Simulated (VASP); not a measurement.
# SiC (F-43m) in VASP: further runs, part 2 of 2

VASP 6.6.1. Earlier steps stand in the parts before.

## (3) Relaxation of the atoms, PBE (10.55 Å³/atom)

This run uses another cell than the first one, of 10.55 Å³/atom.

Contents of INCAR:

```
SYSTEM = SiC
PREC     = Accurate       ! precision mode
ENCUT    = 520            ! plane-wave cutoff, eV
EDIFF    = 1E-7           ! SCF threshold, eV
ISMEAR   = -1             ! smearing method
SIGMA    = 0.02           ! smearing width, eV
LREAL    = .FALSE.        ! projectors in reciprocal space
LASPH    = .TRUE.         ! aspherical terms in the spheres
NELM     = 80             ! most SCF steps
ALGO     = Normal         ! electronic algorithm
ISIF     = 2              ! what is computed and relaxed
LWAVE    = .FALSE.        ! write WAVECAR
LCHARG   = .FALSE.        ! write CHGCAR
GGA      = PE             ! functional
IBRION   = 2              ! ionic algorithm
NSW      = 80             ! ionic steps
EDIFFG   = -0.02          ! ionic threshold
```

Contents of KPOINTS:

```
regular mesh
0
G
  17 17 17
  0 0 0
```

Contents of POSCAR:

```
SiC
1.0
    0.0000000000      2.1934308841      2.1934308841
    2.1934308841      0.0000000000      2.1934308841
    2.1934308841      2.1934308841      0.0000000000
Si C
1 1
Direct
    0.0000000000      0.0000000000      0.0000000000
    0.2500000000      0.2500000000      0.2500000000
```

Potentials or basis: VASP PAW PBE potentials, release 64 (Si, C).

The run is started by

```sh
$ cat potpaw_PBE.64/Si/POTCAR potpaw_PBE.64/C/POTCAR > POTCAR
$ mpirun -np 1 vasp_std > vasp.out
```

OUTCAR:

```text
SYSTEM = SiC
   PREC = Accurate
   ENCUT = 520
   EDIFF = 1E-7
   ISMEAR = -1
   LREAL = .FALSE.
   LASPH = .TRUE.
   NELM = 80
   ISIF = 2
   GGA = PE
   IBRION = 2
   NSW = 80
   EDIFFG = -0.02

 ion  position               nearest neighbor table
   1  0.000  0.000  0.000-   2 1.90   2 1.90   2 1.90   2 1.90
   2  0.250  0.250  0.250-   1 1.90   1 1.90   1 1.90   1 1.90

  LATTYP: Found a face centered cubic cell.
 ALAT       =     4.3868617682

  Lattice vectors:

 A1 = (   0.0000000000,   2.1934308841,   2.1934308841)
 A2 = (   2.1934308841,   0.0000000000,   2.1934308841)
 A3 = (   2.1934308841,   2.1934308841,   0.0000000000)

Analysis of symmetry for initial positions (statically):
=====================================================================
 Subroutine PRICEL returns:
 Original cell was already a primitive cell.

 Routine SETGRP: Setting up the symmetry group for a
 face centered cubic supercell.

 Subroutine GETGRP returns: Found 24 space group operations
 (whereof 24 operations were pure point group operations)
 out of a pool of 48 trial point group operations.

The static configuration has the point symmetry T_d .

Analysis of symmetry for dynamics (positions and initial velocities):
=====================================================================
 Subroutine PRICEL returns:
 Original cell was already a primitive cell.

 Routine SETGRP: Setting up the symmetry group for a
 face centered cubic supercell.

 Subroutine GETGRP returns: Found 24 space group operations
 (whereof 24 operations were pure point group operations)
 out of a pool of 48 trial point group operations.

The dynamic configuration has the point symmetry T_d .

 Subroutine INISYM returns: Found 24 space group operations
 (whereof 24 operations are pure point group operations),
 and found     1 'primitive' translations

----------------------------------------------------------------------------------------

                                     Primitive cell

  volume of cell :      21.1058

  direct lattice vectors                    reciprocal lattice vectors
     0.000000000  2.193430884  2.193430884    -0.227953387  0.227953387  0.227953387
     2.193430884  0.000000000  2.193430884     0.227953387 -0.227953387  0.227953387
     2.193430884  2.193430884  0.000000000     0.227953387  0.227953387 -0.227953387

  length of vectors
     3.101979704  3.101979704  3.101979704     0.394826849  0.394826849  0.394826849

  position of ions in fractional coordinates (direct lattice)
     0.000000000  0.000000000  0.000000000
     0.250000000  0.250000000  0.250000000

  ion indices of the primitive-cell ions
   primitive index   ion index
                 1           1
                 2           2

----------------------------------------------------------------------------------------

 KPOINTS: regular mesh

Automatic generation of k-mesh.
 Grid dimensions read from file:
 generate k-points for:   17   17   17

 Generating k-lattice:

  Cartesian coordinates                     Fractional coordinates (reciprocal lattice)
    -0.013409023  0.013409023  0.013409023     0.058823529  0.000000000  0.000000000
     0.013409023 -0.013409023  0.013409023     0.000000000  0.058823529  0.000000000
     0.013409023  0.013409023 -0.013409023     0.000000000  0.000000000  0.058823529

  Length of vectors
     0.023225109  0.023225109  0.023225109

  Shift w.r.t. Gamma in fractional coordinates (k-lattice)
     0.000000000  0.000000000  0.000000000

 Subroutine IBZKPT returns following result:
 ===========================================

 Found    165 irreducible k-points:

 Following reciprocal coordinates:
            Coordinates               Weight
  0.000000  0.000000  0.000000      1.000000
  0.058824  0.000000  0.000000      8.000000
  0.117647  0.000000  0.000000      8.000000
  0.176471  0.000000  0.000000      8.000000
  0.235294  0.000000  0.000000      8.000000
  0.294118  0.000000  0.000000      8.000000
[... 16 lines left out ...]
 -0.176471  0.058824  0.000000     24.000000
 -0.117647  0.058824  0.000000     24.000000
 [... further k-points ...]
   k-points           NKPTS =    165   k-points in BZ     NKDIM =    165   number of bands    NBANDS=      8
   number of dos      NEDOS =    301   number of ions     NIONS =      2
   total plane-waves  NPLWV =  13824
   dimension x,y,z NGX =    24 NGY =   24 NGZ =   24
   dimension x,y,z NGXF=    48 NGYF=   48 NGZF=   48
   ions per type =               1   1
   NGX,Y,Z   is equivalent  to a cutoff of  12.86, 12.86, 12.86 a.u.
   NGXF,Y,Z  is equivalent  to a cutoff of  25.72, 25.72, 25.72 a.u.
 SYSTEM =  SiC
   PREC   = accura    normal or accurate (medium, high low for compatibility)
   ISTART =      0    job   : 0-new  1-cont  2-samecut
   ICHARG =      2    charge: 1-file 2-atom 10-const
   ISPIN  =      1    spin polarized calculation?
   LNONCOLLINEAR =      F non collinear calculations
   LSORBIT =      F    spin-orbit coupling
   LASPH  =      T    aspherical Exc in radial PAW
   ENCUT  =  520.0 eV  38.22 Ry    6.18 a.u.   5.77  5.77  5.77*2*pi/ulx,y,z
   NELM   =     80;   NELMIN=  2; NELMDL= -5     # of ELM steps
   EDIFF  = 0.1E-06   stopping-criterion for ELM
   LREAL  =      F    real-space projection
   EDIFFG = -.2E-01   stopping-criterion for IOM
   NSW    =     80    number of steps for IOM
   IBRION =      2    ionic relax: 0-MD 1-quasi-New 2-CG
   NFREE  =      1    steps in history (QN), initial steepest desc. (CG)
   ISIF   =      2    stress and relaxation
   ISYM   =      2    0-nonsym 1-usesym 2-fastsym
   POTIM  = 0.5000    time-step for ionic-motion
   TEBEG  =    0.0;   TEEND  =   0.0 temperature during run
   PSTRESS=    0.0 pullay stress
   NELECT =       8.0000    total number of electrons
   NUPDOWN=      -1.0000    fix difference up-down
   EMIN   =  10.00;   EMAX   =-10.00  energy-range for DOS
   EFERMI =   0.00;   METHOD = LEGACY
   ISMEAR =    -1;   SIGMA  =   0.02  broadening in eV -4-tet -1-fermi 0-gaus
   EFERMI_NEDOS =   21; number of points for ismear=-14 and -15
   IALGO  =     38    algorithm
   IMIX   =      4    mixing-type and parameters
     AMIX     =   0.40;   BMIX     =  1.00
     AMIX_MAG =   1.60;   BMIX_MAG =  1.00
  volume/ion in A,a.u.               =      10.55        71.21
  Fermi-wavevector in a.u.,A,eV,Ry     =   1.184780  2.238909 19.098532  1.403703
  Thomas-Fermi vector in A             =   2.320987
   LORBIT       =      0    0 simple, 1 ext, 2 COOP (PROOUT), +10 PAW based schemes
   GGA     = PE    functional components
   LHFCALC =     F    Hartree Fock is set to
   AEXX    =    0.0000 exact exchange contribution
   IVDW    =     0    specifies the selected vdW correction
   LEPSILON=     F    determine dielectric tensor
   LRPA    =     F    only Hartree local field effects (RPA)
 conjugate gradient relaxation of ions
 non-spin polarized calculation
  energy-cutoff  :      520.00
  volume of cell :       21.11
 maximum number of plane-waves:       584
   NGX = 11   NGY = 11   NGZ = 11

 number of electron       8.0000001 magnetization

 Free energy of the ion-electron system (eV)
  ---------------------------------------------------
  ext. energy  EPLUGINS =         0.00000000
  ---------------------------------------------------
  free energy    TOTEN  =       -15.06065174 eV

  energy without entropy =      -15.06065174  energy(sigma->0) =      -15.06065174

 E-fermi :   8.3108     XC(G=0): -11.2699

 val. band max:        7.8860914966   @ k =   0.0000   0.0000   0.0000
 cond. band min:       9.3011448301   @ k =   0.4706   0.4706   0.0000
 fundamental gap:      1.4150533335
 Fermi energy:         8.3108192124

 k-point     1 :       0.0000    0.0000    0.0000
  band No.  band energies     occupation
      1      -7.3625      2.00000
      2       7.8861      2.00000
      3       7.8861      2.00000
      4       7.8861      2.00000
      5      13.8883      0.00000
      6      15.0574      0.00000
      7      15.0574      0.00000
      8      15.0574      0.00000
[... 243 lines left out ...]
 k-point    24 :      -0.1176    0.0588    0.0000
  band No.  band energies     occupation
      1      -6.9428      2.00000
      2       6.1046      2.00000
      3       7.2239      2.00000
      4       7.7914      2.00000
      5      14.3499      0.00000
      6      15.1892      0.00000
      7      15.3345      0.00000
      8      16.1051      0.00000

 [... further k-points ...]

------------------------ aborting loop because EDIFF is reached ----------------------------------------

  FORCE on cell =-STRESS in cart. coord.  units (eV):
  Direction    XX          YY          ZZ          XY          YZ          ZX
  --------------------------------------------------------------------------------------
  -------------------------------------------------------------------------------------
  Total       -0.1418447     -0.1418447     -0.1418447      0.0000000      0.0000000      0.0000000
  in kB      -10.7676702    -10.7676702    -10.7676702      0.0000000      0.0000000      0.0000000
  external PRESSURE =     -10.7676702 kB  Pullay stress =       0.0000000 kB

 VOLUME and BASIS-vectors are now :
 -----------------------------------------------------------------------------
  energy-cutoff  :      520.00
  volume of cell :       21.11
      direct lattice vectors                 reciprocal lattice vectors
     0.000000000  2.193430884  2.193430884    -0.227953387  0.227953387  0.227953387
     2.193430884  0.000000000  2.193430884     0.227953387 -0.227953387  0.227953387
     2.193430884  2.193430884  0.000000000     0.227953387  0.227953387 -0.227953387

 POSITION                                       TOTAL-FORCE (eV/Angst)
 -----------------------------------------------------------------------------------
      0.00000      0.00000      0.00000        -0.000000     -0.000000     -0.000000
      1.09672      1.09672      1.09672         0.000000      0.000000      0.000000
 -----------------------------------------------------------------------------------
    total drift:                                0.000000      0.000000      0.000000

  FREE ENERGIE OF THE ION-ELECTRON SYSTEM (eV)
  ---------------------------------------------------
  free  energy   TOTEN  =       -15.0606517426 eV

  energy  without entropy=      -15.0606517426  energy(sigma->0) =      -15.06065174

 reached required accuracy - stopping structural energy minimisation
```

Wall time 14 s (1 thread of Intel Xeon Platinum 8259CL at 2.50GHz (Skylake/Cascade Lake), shared host); peak memory 0.15 GiB.

Results:

```yaml
Free_energy: -15.0607 eV
Pressure_after_relaxing: -1.1 GPa
Band_gap_on_the_k_mesh: 1.42 eV (least direct gap 4.54 eV)
```

Final structure:
```yaml
crystal:
  lattice:
    - [0.00000, 2.19343, 2.19343]
    - [2.19343, 0.00000, 2.19343]
    - [2.19343, 2.19343, 0.00000]
  atoms:
    - { symbol: Si, position: [0.00000, 0.00000, 0.00000] }
    - { symbol: C, position: [0.25000, 0.25000, 0.25000] }
```

Levels at points of the mesh, in eV from the valence-band top:
| k point | band 1 | band 2 | band 3 | band 4 | band 5 | band 6 | band 7 | band 8 |
| --- | --- | --- | --- | --- | --- | --- | --- | --- |
| (0.00, 0.00, 0.00) | -15.25 | 0.00 | 0.00 | 0.00 | 6.00 | 7.17 | 7.17 | 7.17 |

Caveat: the relaxation stopped at its first step, so nothing moved; an odd mesh through Γ misses points on the zone boundary, where band edges can lie.
